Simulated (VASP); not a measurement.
# SiC (zincblende type) (F-43m) in VASP: a series of runs

Runs on SiC (zincblende type). Level: LDA. Tasks: single point, relaxation of cell and atoms.

Everything below comes from runs of VASP 6.6.1. Logs are shortened: lines on timing, memory, paths and dates and some standing lists are left out, and cuts for length are marked.

## Step 1: The cell of the first run

It takes space group F-43m (No. 216, cubic). Conventional cell: a = 4.329 Å, b = 4.329 Å, c = 4.329 Å, α = 90.00°, β = 90.00°, γ = 90.00°. Within 2.5 Å of Si (site symmetry -43m) lie 4 C at 1.87 Å. Within 2.5 Å of C (site symmetry -43m) lie 4 Si at 1.87 Å.

## Step 2: Single point, LDA

INCAR

```
SYSTEM = SiC
PREC = Accurate ; ENCUT = 520
EDIFF = 1E-6 ; ISMEAR = -1
SIGMA = 0.02 ; LREAL = .False.
LASPH = .True. ; NELM = 80
ALGO = Normal ; ISIF = 2
LWAVE = .False. ; LCHARG = .False.
GGA = CA ; NBANDS = 11
```

KPOINTS

```
regular mesh
0
Gamma
  13 13 13
  0 0 0
```

POSCAR

```
SiC
1.0
    0.0000000000      2.1644344551      2.1644344551
    2.1644344551      0.0000000000      2.1644344551
    2.1644344551      2.1644344551      0.0000000000
Si C
1 1
Direct
    0.0000000000      0.0000000000      0.0000000000
    0.2500000000      0.2500000000      0.2500000000
```

Potentials or basis: VASP PAW LDA potentials, release 64 (Si, C).

Run with:

```sh
$ cat potpaw_LDA.64/Si/POTCAR potpaw_LDA.64/C/POTCAR > POTCAR
$ mpirun -np 1 vasp_std > vasp.out
```

OUTCAR:

```text
SYSTEM = SiC
   PREC = Accurate
   ENCUT = 520
   EDIFF = 1E-6
   ISMEAR = -1
   LREAL = .False.
   LASPH = .True.
   NELM = 80
   ISIF = 2
   GGA = CA

 ion  position               nearest neighbor table
   1  0.000  0.000  0.000-   2 1.87   2 1.87   2 1.87   2 1.87
   2  0.250  0.250  0.250-   1 1.87   1 1.87   1 1.87   1 1.87

  LATTYP: Found a face centered cubic cell.
 ALAT       =     4.3288689102

  Lattice vectors:

 A1 = (   0.0000000000,   2.1644344551,   2.1644344551)
 A2 = (   2.1644344551,   0.0000000000,   2.1644344551)
 A3 = (   2.1644344551,   2.1644344551,   0.0000000000)

Analysis of symmetry for initial positions (statically):
=====================================================================
 Subroutine PRICEL returns:
 Original cell was already a primitive cell.

 Routine SETGRP: Setting up the symmetry group for a
 face centered cubic supercell.

 Subroutine GETGRP returns: Found 24 space group operations
 (whereof 24 operations were pure point group operations)
 out of a pool of 48 trial point group operations.

The static configuration has the point symmetry T_d .

Analysis of symmetry for dynamics (positions and initial velocities):
=====================================================================
 Subroutine PRICEL returns:
 Original cell was already a primitive cell.

 Routine SETGRP: Setting up the symmetry group for a
 face centered cubic supercell.

 Subroutine GETGRP returns: Found 24 space group operations
 (whereof 24 operations were pure point group operations)
 out of a pool of 48 trial point group operations.

The dynamic configuration has the point symmetry T_d .

 Subroutine INISYM returns: Found 24 space group operations
 (whereof 24 operations are pure point group operations),
 and found     1 'primitive' translations

----------------------------------------------------------------------------------------

                                     Primitive cell

  volume of cell :      20.2798

  direct lattice vectors                    reciprocal lattice vectors
     0.000000000  2.164434455  2.164434455    -0.231007226  0.231007226  0.231007226
     2.164434455  0.000000000  2.164434455     0.231007226 -0.231007226  0.231007226
     2.164434455  2.164434455  0.000000000     0.231007226  0.231007226 -0.231007226

  length of vectors
     3.060972561  3.060972561  3.060972561     0.400116253  0.400116253  0.400116253

  position of ions in fractional coordinates (direct lattice)
     0.000000000  0.000000000  0.000000000
     0.250000000  0.250000000  0.250000000

  ion indices of the primitive-cell ions
   primitive index   ion index
                 1           1
                 2           2

----------------------------------------------------------------------------------------

 KPOINTS: regular mesh

Automatic generation of k-mesh.
 Grid dimensions read from file:
 generate k-points for:   13   13   13

 Generating k-lattice:

  Cartesian coordinates                     Fractional coordinates (reciprocal lattice)
    -0.017769787  0.017769787  0.017769787     0.076923077  0.000000000  0.000000000
     0.017769787 -0.017769787  0.017769787     0.000000000  0.076923077  0.000000000
     0.017769787  0.017769787 -0.017769787     0.000000000  0.000000000  0.076923077

  Length of vectors
     0.030778173  0.030778173  0.030778173

  Shift w.r.t. Gamma in fractional coordinates (k-lattice)
     0.000000000  0.000000000  0.000000000

 Subroutine IBZKPT returns following result:
 ===========================================

 Found     84 irreducible k-points:

 Following reciprocal coordinates:
            Coordinates               Weight
  0.000000  0.000000  0.000000      1.000000
  0.076923  0.000000  0.000000      8.000000
  0.153846  0.000000  0.000000      8.000000
  0.230769  0.000000  0.000000      8.000000
  0.307692  0.000000  0.000000      8.000000
  0.384615  0.000000  0.000000      8.000000
[... 16 lines left out ...]
  0.384615  0.153846  0.000000     24.000000
  0.461538  0.153846  0.000000     24.000000
 [... further k-points ...]
   k-points           NKPTS =     84   k-points in BZ     NKDIM =     84   number of bands    NBANDS=     11
   number of dos      NEDOS =    301   number of ions     NIONS =      2
   total plane-waves  NPLWV =  13824
   dimension x,y,z NGX =    24 NGY =   24 NGZ =   24
   dimension x,y,z NGXF=    48 NGYF=   48 NGZF=   48
   ions per type =               1   1
   NGX,Y,Z   is equivalent  to a cutoff of  13.03, 13.03, 13.03 a.u.
   NGXF,Y,Z  is equivalent  to a cutoff of  26.07, 26.07, 26.07 a.u.
 SYSTEM =  SiC
   PREC   = accura    normal or accurate (medium, high low for compatibility)
   ISTART =      0    job   : 0-new  1-cont  2-samecut
   ICHARG =      2    charge: 1-file 2-atom 10-const
   ISPIN  =      1    spin polarized calculation?
   LNONCOLLINEAR =      F non collinear calculations
   LSORBIT =      F    spin-orbit coupling
   LASPH  =      T    aspherical Exc in radial PAW
   ENCUT  =  520.0 eV  38.22 Ry    6.18 a.u.   5.69  5.69  5.69*2*pi/ulx,y,z
   NELM   =     80;   NELMIN=  2; NELMDL= -5     # of ELM steps
   EDIFF  = 0.1E-05   stopping-criterion for ELM
   LREAL  =      F    real-space projection
   EDIFFG = 0.1E-04   stopping-criterion for IOM
   NSW    =      0    number of steps for IOM
   IBRION =     -1    ionic relax: 0-MD 1-quasi-New 2-CG
   NFREE  =      0    steps in history (QN), initial steepest desc. (CG)
   ISIF   =      2    stress and relaxation
   ISYM   =      2    0-nonsym 1-usesym 2-fastsym
   POTIM  = 0.5000    time-step for ionic-motion
   TEBEG  =    0.0;   TEEND  =   0.0 temperature during run
   PSTRESS=    0.0 pullay stress
   NELECT =       8.0000    total number of electrons
   NUPDOWN=      -1.0000    fix difference up-down
   EMIN   =  10.00;   EMAX   =-10.00  energy-range for DOS
   EFERMI =   0.00;   METHOD = LEGACY
   ISMEAR =    -1;   SIGMA  =   0.02  broadening in eV -4-tet -1-fermi 0-gaus
   EFERMI_NEDOS =   21; number of points for ismear=-14 and -15
   IALGO  =     38    algorithm
   IMIX   =      4    mixing-type and parameters
     AMIX     =   0.40;   BMIX     =  1.00
     AMIX_MAG =   1.60;   BMIX_MAG =  1.00
  volume/ion in A,a.u.               =      10.14        68.43
  Fermi-wavevector in a.u.,A,eV,Ry     =   1.200652  2.268903 19.613677  1.441565
  Thomas-Fermi vector in A             =   2.336482
   LORBIT       =      0    0 simple, 1 ext, 2 COOP (PROOUT), +10 PAW based schemes
   GGA     = CA    functional components
   LHFCALC =     F    Hartree Fock is set to
   AEXX    =    0.0000 exact exchange contribution
   IVDW    =     0    specifies the selected vdW correction
   LEPSILON=     F    determine dielectric tensor
   LRPA    =     F    only Hartree local field effects (RPA)
 non-spin polarized calculation
  energy-cutoff  :      520.00
  volume of cell :       20.28
 maximum number of plane-waves:       557
   NGX = 11   NGY = 11   NGZ = 11

 number of electron       8.0000000 magnetization

 Free energy of the ion-electron system (eV)
  ---------------------------------------------------
  ext. energy  EPLUGINS =         0.00000000
  ---------------------------------------------------
  free energy    TOTEN  =       -16.64265032 eV

  energy without entropy =      -16.64265032  energy(sigma->0) =      -16.64265032

 E-fermi :   8.6626     XC(G=0): -11.6425

 val. band max:        8.2919588744   @ k =   0.0000   0.0000   0.0000
 cond. band min:       9.6497498023   @ k =   0.4615   0.4615   0.0000
 fundamental gap:      1.3577909279
 Fermi energy:         8.6625687047

 k-point     1 :       0.0000    0.0000    0.0000
  band No.  band energies     occupation
      1      -7.1819      2.00000
      2       8.2920      2.00000
      3       8.2920      2.00000
      4       8.2920      2.00000
      5      14.8215      0.00000
      6      15.6230      0.00000
      7      15.6230      0.00000
      8      15.6230      0.00000
      9      22.8686      0.00000
     10      22.8686      0.00000
     11      24.7766      0.00000

 k-point     2 :       0.0769    0.0000    0.0000
  band No.  band energies     occupation
      1      -7.0639      2.00000
      2       7.6706      2.00000
      3       8.2097      2.00000
      4       8.2097      2.00000
      5      14.9925      0.00000
      6      15.7754      0.00000
      7      15.7761      0.00000
      8      15.7761      0.00000
      9      22.1800      0.00000
     10      22.1800      0.00000
     11      24.6921      0.00000

 k-point     3 :       0.1538    0.0000    0.0000
  band No.  band energies     occupation
      1      -6.7126      2.00000
      2       6.2097      2.00000
      3       8.0008      2.00000
      4       8.0008      2.00000
      5      14.8320      0.00000
      6      16.0965      0.00000
      7      16.0965      0.00000
      8      16.5961      0.00000
      9      21.3661      0.00000
     10      21.3661      0.00000
     11      24.0432      0.00000

 k-point     4 :       0.2308    0.0000    0.0000
  band No.  band energies     occupation
      1      -6.1375      2.00000
      2       4.4400      2.00000
      3       7.7443      2.00000
      4       7.7443      2.00000
      5      14.4944      0.00000
      6      16.2371      0.00000
      7      16.2371      0.00000
      8      17.5336      0.00000
      9      21.3022      0.00000
     10      21.3022      0.00000
     11      23.4914      0.00000

 k-point     5 :       0.3077    0.0000    0.0000
  band No.  band energies     occupation
      1      -5.3617      2.00000
      2       2.6454      2.00000
      3       7.5084      2.00000
      4       7.5084      2.00000
      5      14.1927      0.00000
      6      16.0381      0.00000
      7      16.0381      0.00000
      8      18.1342      0.00000
      9      22.1666      0.00000
     10      22.1666      0.00000
     11      23.4496      0.00000
[... 211 lines left out ...]
 k-point    21 :       0.2308    0.1538    0.0000
  band No.  band energies     occupation
      1      -6.1326      2.00000
      2       5.5527      2.00000
      3       6.9352      2.00000
      4       7.1019      2.00000
      5      13.6411      0.00000
      6      15.7387      0.00000
      7      17.3830      0.00000
      8      17.6937      0.00000
      9      19.5841      0.00000
     10      23.6445      0.00000
     11      26.3770      0.00000

 k-point    22 :       0.3077    0.1538    0.0000
  band No.  band energies     occupation
      1      -5.4941      2.00000
      2       3.9572      2.00000
      3       6.6694      2.00000
      4       6.7658      2.00000
      5      13.4472      0.00000
      6      15.9628      0.00000
      7      17.1819      0.00000
      8      17.8215      0.00000
      9      20.6404      0.00000
     10      24.0461      0.00000
     11      25.8691      0.00000

 k-point    23 :       0.3846    0.1538    0.0000
  band No.  band energies     occupation
      1      -4.6736      2.00000
      2       2.3207      2.00000
      3       6.3181      2.00000
      4       6.5357      2.00000
      5      13.2776      0.00000
      6      16.1896      0.00000
      7      17.5413      0.00000
      8      17.5682      0.00000
      9      21.5028      0.00000
     10      25.0690      0.00000
     11      25.8374      0.00000

 k-point    24 :       0.4615    0.1538    0.0000
  band No.  band energies     occupation
      1      -3.7694      2.00000
      2       0.8646      2.00000
      3       5.8849      2.00000
      4       6.5467      2.00000
      5      13.2309      0.00000
      6      16.0691      0.00000
      7      17.1261      0.00000
      8      18.6120      0.00000
      9      22.0621      0.00000
     10      25.9107      0.00000
     11      26.1718      0.00000

 [... further k-points ...]

------------------------ aborting loop because EDIFF is reached ----------------------------------------

  FORCE on cell =-STRESS in cart. coord.  units (eV):
  Direction    XX          YY          ZZ          XY          YZ          ZX
  --------------------------------------------------------------------------------------
  -------------------------------------------------------------------------------------
  Total        0.0549583      0.0549583      0.0549583     -0.0000000      0.0000000      0.0000000
  in kB        4.3419079      4.3419079      4.3419079     -0.0000000      0.0000000      0.0000000
  external PRESSURE =       4.3419079 kB  Pullay stress =       0.0000000 kB

 VOLUME and BASIS-vectors are now :
 -----------------------------------------------------------------------------
  energy-cutoff  :      520.00
  volume of cell :       20.28
      direct lattice vectors                 reciprocal lattice vectors
     0.000000000  2.164434455  2.164434455    -0.231007226  0.231007226  0.231007226
     2.164434455  0.000000000  2.164434455     0.231007226 -0.231007226  0.231007226
     2.164434455  2.164434455  0.000000000     0.231007226  0.231007226 -0.231007226

 POSITION                                       TOTAL-FORCE (eV/Angst)
 -----------------------------------------------------------------------------------
      0.00000      0.00000      0.00000        -0.000000     -0.000000      0.000000
      1.08222      1.08222      1.08222         0.000000      0.000000     -0.000000
 -----------------------------------------------------------------------------------
    total drift:                                0.000000      0.000000      0.000000

  FREE ENERGIE OF THE ION-ELECTRON SYSTEM (eV)
  ---------------------------------------------------
  free  energy   TOTEN  =       -16.6426503195 eV

  energy  without entropy=      -16.6426503195  energy(sigma->0) =      -16.64265032
```

Run time: 8.4 s. Hardware: 1 thread of AMD EPYC 9R45 (Zen 5), shared host; peak memory 0.1 GiB.

Results:

| Property | Result |
| --- | --- |
| Free energy | -16.6427 eV |
| Pressure | 0.4 GPa |
| Band gap on the k mesh | 1.36 eV (least direct gap 4.56 eV) |

Levels at points of the mesh, in eV from the valence-band top:
```
           k point  band 2  band 3  band 4  band 5  band 6  band 7
(0.00, 0.00, 0.00)    0.00    0.00    0.00    6.53    7.33    7.33
```

Caveat: an odd mesh through Γ misses points on the zone boundary, where band edges can lie.

## Step 3: Single point, LDA

This run uses another cell than the first one: it holds 4 atoms, not 2.

INCAR

```
PREC = Accurate ; ENCUT = 520
EDIFF = 1E-6 ; ISMEAR = -1
SIGMA = 0.02 ; LREAL = F
LASPH = T ; NELM = 80
ALGO = Normal ; ISIF = 2
LWAVE = F ; LCHARG = F
NBANDS = 16
```

KPOINTS

```
regular mesh
0
Gamma
  8 6 8
```

POSCAR

```
SiC
1.0
   -2.1644344551      2.1644344551      0.0000000000
    0.0000000000      0.0000000000      4.3288689102
    2.1644344551      2.1644344551      0.0000000000
Si C
2 2
Direct
    0.0000000000      0.0000000000      0.0000000000
    0.5000000000      0.5000000000      0.5000000000
    0.0000000000      0.2500000000      0.5000000000
    0.5000000000      0.7500000000      0.0000000000
```

Potentials or basis: VASP PAW LDA potentials, release 64 (Si, C).

Run with:

```sh
$ cat potpaw_LDA.64/Si/POTCAR potpaw_LDA.64/C/POTCAR > POTCAR
$ mpirun -np 1 vasp_std > vasp.out
```

It took 15 s on 1 thread of AMD EPYC 9R45 (Zen 5), shared host; peak memory 0.12 GiB.

The run converged. Its results:

* Free energy: -33.2845 eV
* Pressure: 0.4 GPa
* Band gap on the k mesh: 1.29 eV

Levels at points of the mesh, in eV from the valence-band top:
| k point | band 5 | band 6 | band 7 | band 8 | band 9 | band 10 | band 11 | band 12 |
| --- | --- | --- | --- | --- | --- | --- | --- | --- |
| (0.00, 0.00, 0.00) | -3.23 | 0.00 | 0.00 | 0.00 | 1.29 | 4.26 | 6.53 | 7.33 |
| (0.50, 0.00, 0.00) | -4.42 | -4.42 | -1.19 | -1.19 | 5.50 | 5.50 | 8.85 | 8.85 |
| (0.00, 0.50, 0.00) | -1.96 | -1.96 | -1.96 | -1.96 | 4.03 | 4.03 | 6.33 | 6.33 |
| (0.50, 0.50, 0.00) | -1.06 | -1.06 | -1.06 | -1.06 | 5.57 | 5.57 | 7.21 | 7.21 |
| (0.50, 0.00, 0.50) | -3.23 | -3.23 | -3.23 | -3.23 | 1.29 | 1.29 | 4.26 | 4.26 |
| (0.50, 0.50, 0.50) | -5.11 | -5.11 | -4.79 | -4.79 | 5.16 | 5.16 | 9.53 | 9.53 |

## Step 4: Relaxation of cell and atoms, LDA

This run uses another cell than the first one, of 10.10 Å³/atom.

INCAR

```
SYSTEM = SiC
PREC = Accurate
ENCUT = 600
EDIFF = 1E-6
ISMEAR = -1
SIGMA = 0.02
LREAL = .FALSE.
LASPH = .TRUE.
NELM = 80
ALGO = Normal
ISIF = 3
LWAVE = .FALSE.
LCHARG = .FALSE.
IBRION = 2
NSW = 60
EDIFFG = -0.005
```

KPOINTS

```
Automatic mesh
0
G
  13 13 13
  0 0 0
```

POSCAR

```
SiC
1.0
    0.0000000000      2.1616189057      2.1616189057
    2.1616189057      0.0000000000      2.1616189057
    2.1616189057      2.1616189057      0.0000000000
Si C
1 1
Direct
    0.0000000000      0.0000000000      0.0000000000
    0.2500000000      0.2500000000      0.2500000000
```

Run with:

```sh
$ cat potpaw_LDA.64/Si/POTCAR potpaw_LDA.64/C/POTCAR > POTCAR
$ mpirun -np 1 vasp_std > vasp.out
```

It took 12 s on 1 thread of AMD EPYC 9R45 (Zen 5), shared host; peak memory 0.1 GiB.

Results (log left out):

```
Free energy                           : -16.6447 eV
Relaxed volume                        : 10.15 Å³/atom
Relaxed cell                          : a = 3.062 Å, b = 3.062 Å, c = 3.062 Å, α = 60.00°, β = 60.00°, γ = 60.00°
Space group after relaxing (to 0.1 Å) : F-43m (No. 216)
Energy gained by relaxing             : 0.2 meV/atom
Ionic steps                           : 3
Pressure after relaxing               : 0.0 GPa
Band gap on the k mesh                : 1.36 eV (least direct gap 4.56 eV)
```

The path:
| step | energy change (eV) | largest force (eV/Å) | pressure (GPa) | volume (Å³) |
| --- | --- | --- | --- | --- |
| 1 | 0.0000 | 0.0000 | 1.18 | 20.20 |
| 2 | 0.0001 | 0.0000 | -1.28 | 20.42 |
| 3 | -0.0004 | 0.0000 | 0.00 | 20.30 |

Final structure:
```
Si C
1.0
     0.00000    2.16528    2.16528
     2.16528    0.00000    2.16528
     2.16528    2.16528    0.00000
Si C
1 1
Direct
  0.00000 0.00000 0.00000
  0.25000 0.25000 0.25000
```

Levels at points of the mesh, in eV from the valence-band top:
| k point | band 1 | band 2 | band 3 | band 4 | band 5 | band 6 | band 7 | band 8 |
| --- | --- | --- | --- | --- | --- | --- | --- | --- |
| (0.00, 0.00, 0.00) | -15.46 | 0.00 | 0.00 | 0.00 | 6.52 | 7.32 | 7.32 | 7.32 |

Caveat: an odd mesh through Γ misses points on the zone boundary, where band edges can lie.

## Step 5: Overview

| task | cell | k mesh | cutoff (eV) | gap on the mesh (eV) | pressure (GPa) |
| --- | --- | --- | --- | --- | --- |
| single point | a = 3.061 Å, angles 60.0°, 2 atoms, atomic positions A | 13 × 13 × 13 | 520 | 1.36 | 0.4 |
| single point | a = 3.061, b = 4.329 Å, 4 atoms, atomic positions B | 8 × 6 × 8 | 520 | 1.29 | 0.4 |
| relaxation of cell and atoms | relaxed from a = 3.057 Å, angles 60.0°, 2 atoms, atomic positions A | 13 × 13 × 13 | 600 | 1.36 | 0.0 |

Alike in all rows: level LDA; potentials or basis VASP PAW LDA potentials, release 64 (Si, C); no spin polarisation; smearing fermi-dirac 0.02 eV.

Caveats: an odd mesh through Γ misses points on the zone boundary, where band edges can lie (at least some runs).

Total energies depend on the potentials used, so only differences within one code and one set of settings carry meaning.
